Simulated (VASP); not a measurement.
## Mg8HO8 (a cell with a defect): single point with PBE+D3(BJ)

Mg8HO8 (a cell with a defect):

```
CELL_PARAMETERS angstrom
0.00000 3.85100 3.85100
3.85100 0.00000 3.85100
3.85100 3.85100 0.00000
ATOMIC_POSITIONS crystal
Mg 0.99794 0.98632 0.01690
Mg 0.99982 0.00396 0.50322
Mg 0.00208 0.49732 0.99658
Mg 0.99793 0.51765 0.48558
Mg 0.50109 0.99396 0.00296
Mg 0.49209 0.00396 0.50322
Mg 0.50311 0.49732 0.99658
Mg 0.50109 0.50370 0.49321
O 0.25098 0.25299 0.24414
O 0.26727 0.25433 0.75359
O 0.25369 0.74937 0.24863
O 0.25099 0.74487 0.75225
O 0.75231 0.24710 0.24737
O 0.72390 0.25433 0.75359
O 0.74740 0.74937 0.24863
O 0.75231 0.74810 0.74637
H 0.06314 0.18677 0.68602
```

```json
{
 "Program": "VASP 6.6.1",
 "Task": "single point",
 "Functional": "PBE",
 "Dispersion": "D3(BJ)",
 "Potentials or basis": "VASP PAW PBE potentials, release 64 (Mg_sv, O, H)",
 "Cutoff": "620 eV",
 "k mesh": "3 × 3 × 3",
 "Occupations": "gaussian, width 0.05 eV",
 "Spin": "collinear spin",
 "Starting moments": "[0.0, 0.0, 0.0, 0.0, 0.0, 0.0, 0.0, 0.0, 0.09, 0.09, 0.0, 0.09, 0.0, 0.09, 0.0, 0.0, 0.4] μB",
 "Dipole correction": "no",
 "Further INCAR settings": "LREAL = Auto; ALGO = Normal; EDIFF = 1e-06; NBANDS = 82"
}
```

```json
{
  "Pressure": "86.3 GPa",
  "Largest force": "2.206 eV/Å",
  "Net moment": "0.93 μB per cell",
  "Site moments": "Mg +0.01, +0.00 (each value once); O +0.04, +0.15, -0.00 (each value once); H +0.28 μB",
  "Valence electrons inside the program's atomic spheres": "Mg 8.26, 8.23, 8.25 (each value once); O 5.29, 5.28, 5.31 (each value once); H 0.67",
  "Dispersion energy per atom": "-0.378 eV"
}
```

Forces on the atoms (eV/Å):
```
Mg   0.190 -0.128  0.127
Mg   0.126  0.023  0.024
Mg   0.186  0.020  0.020
Mg   0.190  0.128 -0.128
Mg   0.085 -0.013  0.012
Mg   0.125 -0.024 -0.024
Mg   0.186 -0.019 -0.019
Mg   0.085  0.012 -0.013
O    0.013 -0.063  0.064
O    0.271 -0.150 -0.151
O    0.110 -0.012 -0.012
O    0.014  0.064 -0.063
O    0.122 -0.010  0.009
O    0.272  0.149  0.150
O    0.109  0.012  0.012
O    0.122  0.009 -0.009
H   -2.206  0.000  0.000
```

Stress tensor (GPa, compression positive):
```
79.93  0.00  0.00
 0.00 89.49 -0.12
 0.00 -0.12 89.49
```

Levels at points of the mesh, in eV from the Fermi level:
Spin up:
```csv
k point,band 62,band 63,band 64,band 65,band 66,band 67,band 68,band 69
"(0.00, 0.00, 0.00)",-4.84,-4.80,-4.78,-1.85,3.26,4.39,4.51,4.54
```
Spin down:
```tsv
k point	band 60	band 61	band 62	band 63	band 64	band 65	band 66	band 67	band 68	band 69
(0.00, 0.00, 0.00)	-5.71	-5.71	-4.72	-4.71	-4.67	-0.25	3.31	4.42	4.53	4.53
```

Wall time 6.6 min on 1 thread of AMD EPYC 9R45 96-Core Processor (Zen 5), on a shared host, peak memory 0.5 GiB.

Caveat: the k points lie up to 0.47 Å⁻¹ apart; a moment this small can come from the mesh or the smearing.
